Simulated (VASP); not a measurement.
# Cr (P6/mmm) in VASP: notebook

Cr is run at these levels: PBE; tasks: single point.

Everything below comes from runs of VASP 6.6.1. Logs are shortened: lines on timing, memory, paths and dates and some standing lists are left out, and cuts for length are marked.

## 1. The cell of the first run

The structure is hexagonal, space group P6/mmm (No. 191). The conventional cell has a = 4.235 Å, b = 4.235 Å, c = 2.286 Å, α = 90.00°, β = 90.00°, γ = 120.00°. Cr (site symmetry 6/mmm) has 14 Cr at 2.29 to 2.70 Å within 3.0 Å. Cr (site symmetry -6m2) has 11 Cr at 2.29 to 2.70 Å within 3.0 Å.

This isn't the form of Cr at room conditions, which is bcc.

## 2. Single point, PBE, collinear spin, ferromagnetic start

The input, INCAR:

```
PREC = Accurate
ENCUT = 520
EDIFF = 1E-7
ISMEAR = -1
SIGMA = 0.05
LREAL = False
LASPH = True
NELM = 150
ALGO = Normal
ISIF = 2
LWAVE = False
LCHARG = False
ISPIN = 2
MAGMOM = 1.5 1.5 1.5
LORBIT = 11
LMAXMIX = 4
GGA = PE
NBANDS = 29
```

The input, KPOINTS:

```
Automatic mesh
0
Gamma
  9 9 13
```

The input, POSCAR:

```
Cr
1.0
    4.2345799223      0.0000000000      0.0000000000
   -2.1172899612      3.6672537871      0.0000000000
    0.0000000000      0.0000000000      2.2864566671
Cr
3
Direct
    1.0000000000      1.0000000000      0.0000000000
    0.3333333333      0.6666666667      0.5000000000
    0.6666666667      0.3333333333      0.5000000000
```

Potentials or basis: VASP PAW PBE potentials, release 64 (Cr_pv).

On the command line:

```sh
cat potpaw_PBE.64/Cr_pv/POTCAR > POTCAR
mpirun -np 1 vasp_std > vasp.out
```

OUTCAR:

```text
PREC = Accurate
   ENCUT = 520
   EDIFF = 1E-7
   ISMEAR = -1
   LREAL = False
   LASPH = True
   NELM = 150
   ISIF = 2
   ISPIN = 2
   LORBIT = 11
   GGA = PE

 ion  position               nearest neighbor table
   1  0.000  0.000  0.000-   2 2.70   3 2.70   2 2.70   3 2.70   3 2.70   3 2.70   2 2.70   2 2.70
                             3 2.70   3 2.70   2 2.70   2 2.70
   2  0.333  0.667  0.500-   3 2.44   3 2.44   3 2.44   1 2.70   1 2.70   1 2.70   1 2.70   1 2.70
                             1 2.70
   3  0.667  0.333  0.500-   2 2.44   2 2.44   2 2.44   1 2.70   1 2.70   1 2.70   1 2.70   1 2.70
                             1 2.70

  LATTYP: Found a hexagonal cell.
 ALAT       =     4.2345799223
 C/A-ratio  =     0.5399488755

  Lattice vectors:

 A1 = (   4.2345799223,   0.0000000000,   0.0000000000)
 A2 = (  -2.1172899612,   3.6672537871,   0.0000000000)
 A3 = (   0.0000000000,   0.0000000000,   2.2864566671)

Analysis of symmetry for initial positions (statically):
=====================================================================
 Subroutine PRICEL returns:
 Original cell was already a primitive cell.

 Routine SETGRP: Setting up the symmetry group for a
 hexagonal supercell.

 Subroutine GETGRP returns: Found 24 space group operations
 (whereof 24 operations were pure point group operations)
 out of a pool of 24 trial point group operations.

The static configuration has the point symmetry D_6h.

Analysis of symmetry for dynamics (positions and initial velocities):
=====================================================================
 Subroutine PRICEL returns:
 Original cell was already a primitive cell.

 Routine SETGRP: Setting up the symmetry group for a
 hexagonal supercell.

 Subroutine GETGRP returns: Found 24 space group operations
 (whereof 24 operations were pure point group operations)
 out of a pool of 24 trial point group operations.

The dynamic configuration has the point symmetry D_6h.

Analysis of structural, dynamic, and magnetic symmetry:
=====================================================================
 Subroutine PRICEL returns:
 Original cell was already a primitive cell.

 Routine SETGRP: Setting up the symmetry group for a
 hexagonal supercell.

 Subroutine GETGRP returns: Found 24 space group operations
 (whereof 24 operations were pure point group operations)
 out of a pool of 24 trial point group operations.

The overall configuration has the point symmetry D_6h.

 Subroutine INISYM returns: Found 24 space group operations
 (whereof 24 operations are pure point group operations),
 and found     1 'primitive' translations

----------------------------------------------------------------------------------------

                                     Primitive cell

  volume of cell :      35.5070

  direct lattice vectors                    reciprocal lattice vectors
     4.234579922  0.000000000  0.000000000     0.236150933  0.136341805  0.000000000
    -2.117289961  3.667253787  0.000000000     0.000000000  0.272683610  0.000000000
     0.000000000  0.000000000  2.286456667     0.000000000  0.000000000  0.437357950

  length of vectors
     4.234579922  4.234579922  2.286456667     0.272683610  0.272683610  0.437357950

  position of ions in fractional coordinates (direct lattice)
     0.000000000  0.000000000  0.000000000
     0.333333333  0.666666667  0.500000000
     0.666666667  0.333333333  0.500000000

  ion indices of the primitive-cell ions
   primitive index   ion index
                 1           1
                 2           2
                 3           3

----------------------------------------------------------------------------------------

 KPOINTS: Automatic mesh

Automatic generation of k-mesh.
 Grid dimensions read from file:
 generate k-points for:    9    9   13

 Generating k-lattice:

  Cartesian coordinates                     Fractional coordinates (reciprocal lattice)
     0.026238993  0.015149089  0.000000000     0.111111111  0.000000000  0.000000000
     0.000000000  0.030298179  0.000000000     0.000000000  0.111111111  0.000000000
     0.000000000  0.000000000  0.033642919     0.000000000  0.000000000  0.076923077

  Length of vectors
     0.030298179  0.030298179  0.033642919

  Shift w.r.t. Gamma in fractional coordinates (k-lattice)
     0.000000000  0.000000000  0.000000000

 Subroutine IBZKPT returns following result:
 ===========================================

 Found     84 irreducible k-points:

 Following reciprocal coordinates:
            Coordinates               Weight
  0.000000  0.000000  0.000000      1.000000
  0.111111  0.000000  0.000000      6.000000
  0.222222  0.000000  0.000000      6.000000
  0.333333  0.000000  0.000000      6.000000
  0.444444  0.000000  0.000000      6.000000
  0.111111  0.111111  0.000000      6.000000
[... 16 lines left out ...]
  0.333333  0.222222  0.076923     24.000000
  0.333333  0.333333  0.076923      4.000000
 [... further k-points ...]
   k-points           NKPTS =     84   k-points in BZ     NKDIM =     84   number of bands    NBANDS=     29
   number of dos      NEDOS =    301   number of ions     NIONS =      3
   total plane-waves  NPLWV =  18432
   dimension x,y,z NGX =    32 NGY =   32 NGZ =   18
   dimension x,y,z NGXF=    64 NGYF=   64 NGZF=   36
   ions per type =               3
   NGX,Y,Z   is equivalent  to a cutoff of  12.56, 12.56, 13.09 a.u.
   NGXF,Y,Z  is equivalent  to a cutoff of  25.13, 25.13, 26.18 a.u.
 SYSTEM =  unknown system
   PREC   = accura    normal or accurate (medium, high low for compatibility)
   ISTART =      0    job   : 0-new  1-cont  2-samecut
   ICHARG =      2    charge: 1-file 2-atom 10-const
   ISPIN  =      2    spin polarized calculation?
   LNONCOLLINEAR =      F non collinear calculations
   LSORBIT =      F    spin-orbit coupling
   LASPH  =      T    aspherical Exc in radial PAW
   ENCUT  =  520.0 eV  38.22 Ry    6.18 a.u.   7.87  7.87  4.25*2*pi/ulx,y,z
   NELM   =    150;   NELMIN=  2; NELMDL= -5     # of ELM steps
   EDIFF  = 0.1E-06   stopping-criterion for ELM
   LREAL  =      F    real-space projection
   EDIFFG = 0.1E-05   stopping-criterion for IOM
   NSW    =      0    number of steps for IOM
   IBRION =     -1    ionic relax: 0-MD 1-quasi-New 2-CG
   NFREE  =      0    steps in history (QN), initial steepest desc. (CG)
   ISIF   =      2    stress and relaxation
   ISYM   =      2    0-nonsym 1-usesym 2-fastsym
   POTIM  = 0.5000    time-step for ionic-motion
   TEBEG  =    0.0;   TEEND  =   0.0 temperature during run
   PSTRESS=    0.0 pullay stress
   NELECT =      36.0000    total number of electrons
   NUPDOWN=      -1.0000    fix difference up-down
   EMIN   =  10.00;   EMAX   =-10.00  energy-range for DOS
   EFERMI =   0.00;   METHOD = LEGACY
   ISMEAR =    -1;   SIGMA  =   0.05  broadening in eV -4-tet -1-fermi 0-gaus
   EFERMI_NEDOS =   21; number of points for ismear=-14 and -15
   IALGO  =     38    algorithm
   IMIX   =      4    mixing-type and parameters
     AMIX     =   0.40;   BMIX     =  1.00
     AMIX_MAG =   1.60;   BMIX_MAG =  1.00
  volume/ion in A,a.u.               =      11.84        79.87
  Fermi-wavevector in a.u.,A,eV,Ry     =   1.644640  3.107919 36.801602  2.704841
  Thomas-Fermi vector in A             =   2.734572
   LORBIT       =     11    0 simple, 1 ext, 2 COOP (PROOUT), +10 PAW based schemes
   GGA     = PE    functional components
   LHFCALC =     F    Hartree Fock is set to
   AEXX    =    0.0000 exact exchange contribution
   IVDW    =     0    specifies the selected vdW correction
   LEPSILON=     F    determine dielectric tensor
   LRPA    =     F    only Hartree local field effects (RPA)
 spin polarized calculation
  energy-cutoff  :      520.00
  volume of cell :       35.51
 maximum number of plane-waves:       975
 NGX is ok and might be reduce to    32
   NGX = 15   NGY = 15   NGZ =  9

 number of electron      35.9999986 magnetization       0.0020818

 Free energy of the ion-electron system (eV)
  ---------------------------------------------------
  ext. energy  EPLUGINS =         0.00000000
  ---------------------------------------------------
  free energy    TOTEN  =       -27.54444527 eV

  energy without entropy =      -27.50395949  energy(sigma->0) =      -27.52420238

 E-fermi :  10.5771     XC(G=0): -13.5000

 val. band max:       10.5744390917   @ k =   0.2222   0.0000   0.2308
 cond. band min:      10.5784468697   @ k =   0.2222   0.0000   0.4615
 fundamental gap:      0.0040077781
 Fermi energy:        10.5770732974

 spin component 1

 k-point     1 :       0.0000    0.0000    0.0000
  band No.  band energies     occupation
      1     -32.5670      1.00000
      2     -32.5670      1.00000
      3     -32.5569      1.00000
      4     -32.5569      1.00000
      5     -32.0157      1.00000
      6     -32.0157      1.00000
[... 21 lines left out ...]
     28      18.1550      0.00000
     29      18.1551      0.00000

 k-point     2 :       0.1111    0.0000    0.0000
  band No.  band energies     occupation
      1     -32.6409      1.00000
      2     -32.6270      1.00000
      3     -32.4784      1.00000
      4     -32.4697      1.00000
      5     -32.0438      1.00000
      6     -32.0199      1.00000
[... 21 lines left out ...]
     28      17.8601      0.00000
     29      18.0192      0.00000

 k-point     3 :       0.2222    0.0000    0.0000
  band No.  band energies     occupation
      1     -32.7075      1.00000
      2     -32.6474      1.00000
      3     -32.3987      1.00000
      4     -32.3780      1.00000
      5     -32.1175      1.00000
      6     -32.0321      1.00000
[... 638 lines left out ...]
      5     -32.1946      1.00000
      6     -32.0421      1.00000
[... 21 lines left out ...]
     28      17.8194      0.00000
     29      18.0255      0.00000

 k-point    24 :       0.3333    0.3333    0.0769
  band No.  band energies     occupation
      1     -32.6219      1.00000
      2     -32.5875      1.00000
      3     -32.5875      1.00000
      4     -32.2026      1.00000
      5     -32.2026      1.00000
      6     -32.0384      1.00000
[... 21 lines left out ...]
     28      17.8197      0.00000
     29      18.0266      0.00000

 [... further k-points ...]

 spin component 2

 k-point     1 :       0.0000    0.0000    0.0000
  band No.  band energies     occupation
      1     -32.5651      1.00000
      2     -32.5651      1.00000
      3     -32.5576      1.00000
      4     -32.5576      1.00000
      5     -32.0144      1.00000
      6     -32.0144      1.00000
[... 21 lines left out ...]
     28      18.1552      0.00000
     29      18.1552      0.00000

 k-point     2 :       0.1111    0.0000    0.0000
  band No.  band energies     occupation
      1     -32.6402      1.00000
      2     -32.6263      1.00000
      3     -32.4780      1.00000
      4     -32.4692      1.00000
      5     -32.0425      1.00000
      6     -32.0186      1.00000
[... 21 lines left out ...]
     28      17.8149      0.00000
     29      18.0203      0.00000

 k-point     3 :       0.2222    0.0000    0.0000
  band No.  band energies     occupation
      1     -32.7068      1.00000
      2     -32.6468      1.00000
      3     -32.3984      1.00000
      4     -32.3776      1.00000
      5     -32.1160      1.00000
      6     -32.0306      1.00000
[... 638 lines left out ...]
      5     -32.1934      1.00000
      6     -32.0403      1.00000
[... 21 lines left out ...]
     28      17.8179      0.00000
     29      18.0283      0.00000

 k-point    24 :       0.3333    0.3333    0.0769
  band No.  band energies     occupation
      1     -32.6201      1.00000
      2     -32.5876      1.00000
      3     -32.5876      1.00000
      4     -32.2018      1.00000
      5     -32.2018      1.00000
      6     -32.0366      1.00000
[... 21 lines left out ...]
     28      17.8183      0.00000
     29      18.0287      0.00000

 [... further k-points ...]

------------------------ aborting loop because EDIFF is reached ----------------------------------------

  FORCE on cell =-STRESS in cart. coord.  units (eV):
  Direction    XX          YY          ZZ          XY          YZ          ZX
  --------------------------------------------------------------------------------------
  -------------------------------------------------------------------------------------
  Total       -0.0686806     -0.0686806     -0.0748721      0.0000000      0.0000000      0.0000000
  in kB       -3.0990641     -3.0990641     -3.3784426      0.0000000      0.0000000      0.0000000
  external PRESSURE =      -3.1921903 kB  Pullay stress =       0.0000000 kB

 VOLUME and BASIS-vectors are now :
 -----------------------------------------------------------------------------
  energy-cutoff  :      520.00
  volume of cell :       35.51
      direct lattice vectors                 reciprocal lattice vectors
     4.234579922  0.000000000  0.000000000     0.236150933  0.136341805  0.000000000
    -2.117289961  3.667253787  0.000000000     0.000000000  0.272683610  0.000000000
     0.000000000  0.000000000  2.286456667     0.000000000  0.000000000  0.437357950

 POSITION                                       TOTAL-FORCE (eV/Angst)
 -----------------------------------------------------------------------------------
      0.00000      0.00000      0.00000        -0.000000      0.000000      0.000000
     -0.00000      2.44484      1.14323         0.000000      0.000000     -0.000000
      2.11729      1.22242      1.14323         0.000000     -0.000000      0.000000
 -----------------------------------------------------------------------------------
    total drift:                               -0.000000      0.000000      0.000000

  FREE ENERGIE OF THE ION-ELECTRON SYSTEM (eV)
  ---------------------------------------------------
  free  energy   TOTEN  =       -27.5444452661 eV

  energy  without entropy=      -27.5039594854  energy(sigma->0) =      -27.52420238

 total charge

# of ion       s       p       d       tot
------------------------------------------
    1        0.424   6.381   4.203  11.009
    2        0.436   6.363   4.279  11.078
    3        0.436   6.363   4.279  11.078
--------------------------------------------------
tot          1.297  19.106  12.761  33.164

 magnetization (x)

# of ion       s       p       d       tot
------------------------------------------
    1       -0.000  -0.000  -0.001  -0.001
    2        0.000   0.000   0.001   0.001
    3        0.000   0.000   0.001   0.001
--------------------------------------------------
tot          0.000   0.000   0.002   0.002
```

Run time: 2.4 min. Hardware: 1 thread of AMD EPYC 9R45 (Zen 5), shared host; peak memory 0.21 GiB.

What came out:

* Free energy: -27.5444 eV
* Pressure: -0.3 GPa
* Band gap on the k mesh: zero (filled and empty bands overlap)
* Net moment: 0.00 μB per cell
* Valence electrons inside the program's atomic spheres: Cr 11.01, 11.08 (each value once)

Caveat: the moments typed at the start vanished in this run.

## 3. Single point, PBE, collinear spin, ferromagnetic start (10.42 Å³/atom)

This run uses another cell than the first one, of 10.42 Å³/atom.

The input, INCAR:

```
SYSTEM = Cr
PREC     = Accurate       ! precision mode
ENCUT    = 520            ! plane-wave cutoff, eV
EDIFF    = 1E-6           ! SCF threshold, eV
ISMEAR   = -1             ! smearing method
SIGMA    = 0.05           ! smearing width, eV
LREAL    = .False.        ! projectors in reciprocal space
LASPH    = .True.         ! aspherical terms in the spheres
NELM     = 150            ! most SCF steps
ALGO     = Normal         ! electronic algorithm
ISIF     = 2              ! what is computed and relaxed
LWAVE    = .False.        ! write WAVECAR
LCHARG   = .True.         ! write CHGCAR
ISPIN    = 2              ! spin polarisation
MAGMOM   = 1.5 1.5 1.5    ! initial moments
LORBIT   = 11             ! projections on sites
LMAXMIX  = 4              ! l up to which the mixer works
GGA      = PE             ! functional
LELF     = .True.         ! ELF
LVHAR    = .True.       
NBANDS   = 29             ! bands
```

The input, KPOINTS:

```
Automatic mesh
0
Gamma
  10 10 15
  0 0 0
```

The input, POSCAR:

```
Cr
1.0
    4.0579300652      0.0000000000      0.0000000000
   -2.0289650326      3.5142705233      0.0000000000
    0.0000000000      0.0000000000      2.1910747755
Cr
3
Direct
    1.0000000000      1.0000000000      0.0000000000
    0.3333333333      0.6666666667      0.5000000000
    0.6666666667      0.3333333333      0.5000000000
```

Potentials or basis: VASP PAW PBE potentials, release 64 (Cr_pv).

On the command line:

```sh
cat potpaw_PBE.64/Cr_pv/POTCAR > POTCAR
mpirun -np 1 vasp_std > vasp.out
```

Run time: 2.2 min. Hardware: 1 thread of AMD EPYC 9R45 (Zen 5), shared host; peak memory 0.22 GiB.

Results (log left out):

```yaml
Free_energy: -27.0671 eV
Pressure: 39.5 GPa
Band_gap_on_the_k_mesh: zero (filled and empty bands overlap)
Net_moment: 0.00 μB per cell
Valence_electrons_inside_the_program's_atomic_spheres: Cr 11.31, 11.38 (each value once)
```

Stress tensor (GPa, compression positive):
```
38.07  0.00  0.00
 0.00 38.07  0.00
 0.00  0.00 42.31
```

Levels at points of the mesh, in eV from the Fermi level:
Spin up:
```tsv
k point	band 16	band 17	band 18	band 19	band 20	band 21
(0.00, 0.00, 0.00)	-2.35	-2.15	-0.43	-0.43	1.53	1.53
(0.50, 0.00, 0.00)	-2.10	-1.98	0.71	0.86	1.61	1.70
```
Spin down:
| k point | band 15 | band 16 | band 17 | band 18 | band 19 | band 20 | band 21 | band 22 |
| --- | --- | --- | --- | --- | --- | --- | --- | --- |
| (0.00, 0.00, 0.00) | -2.35 | -2.35 | -2.15 | -0.43 | -0.43 | 1.53 | 1.53 | 1.61 |
| (0.50, 0.00, 0.00) | -2.38 | -2.10 | -1.98 | 0.71 | 0.86 | 1.61 | 1.70 | 1.78 |

Caveat: the cell stands under pressure; the moments typed at the start vanished in this run.

## 4. Single point, PBE, collinear spin, ferromagnetic start (10.89 Å³/atom)

This run uses another cell than the first one, of 10.89 Å³/atom.

The input, INCAR:

```
PREC     = Accurate       # precision mode
ENCUT    = 520            # plane-wave cutoff, eV
EDIFF    = 1E-6           # SCF threshold, eV
ISMEAR   = -1             # smearing method
SIGMA    = 0.05           # smearing width, eV
LREAL    = False          # projectors in reciprocal space
LASPH    = True           # aspherical terms in the spheres
NELM     = 150            # most SCF steps
ALGO     = Normal         # electronic algorithm
ISIF     = 2              # what is computed and relaxed
LWAVE    = False          # write WAVECAR
LCHARG   = False          # write CHGCAR
ISPIN    = 2              # spin polarisation
MAGMOM   = 1.5 1.5 1.5    # initial moments
LORBIT   = 11             # projections on sites
LMAXMIX  = 4              # l up to which the mixer works
GGA      = PE             # functional
NBANDS   = 29             # bands
```

The input, KPOINTS:

```
Automatic mesh
0
Gamma
  10 10 15
```

The input, POSCAR:

```
Cr
1.0
    4.1185051162      0.0000000000      0.0000000000
   -2.0592525581      3.5667300562      0.0000000000
    0.0000000000      0.0000000000      2.2237822061
Cr
3
Direct
    1.0000000000      1.0000000000      0.0000000000
    0.3333333333      0.6666666667      0.5000000000
    0.6666666667      0.3333333333      0.5000000000
```

On the command line:

```sh
cat potpaw_PBE.64/Cr_pv/POTCAR > POTCAR
mpirun -np 1 vasp_std > vasp.out
```

It took 2.9 min on 1 thread of AMD EPYC 9R45 (Zen 5), shared host; peak memory 0.24 GiB.

It converged, with:

```yaml
Free_energy: -27.3440 eV
Pressure: 23.4 GPa
Band_gap_on_the_k_mesh: zero (filled and empty bands overlap)
Net_moment: 0.00 μB per cell
Valence_electrons_inside_the_program's_atomic_spheres: Cr 11.20, 11.27 (each value once)
```

Stress tensor (GPa, compression positive):
```
22.33  0.00  0.00
 0.00 22.33  0.00
 0.00  0.00 25.50
```

Levels at points of the mesh, in eV from the Fermi level:
Spin up:
| k point | band 16 | band 17 | band 18 | band 19 | band 20 | band 21 |
| --- | --- | --- | --- | --- | --- | --- |
| (0.00, 0.00, 0.00) | -2.25 | -2.02 | -0.39 | -0.39 | 1.46 | 1.46 |
| (0.50, 0.00, 0.00) | -1.98 | -1.84 | 0.59 | 0.83 | 1.51 | 1.61 |
Spin down:
```csv
k point,band 15,band 16,band 17,band 18,band 19,band 20,band 21,band 22
"(0.00, 0.00, 0.00)",-2.25,-2.25,-2.02,-0.39,-0.39,1.46,1.46,1.53
"(0.50, 0.00, 0.00)",-2.22,-1.98,-1.84,0.59,0.83,1.51,1.61,1.69
```

Caveat: the cell stands under pressure; the moments typed at the start vanished in this run.
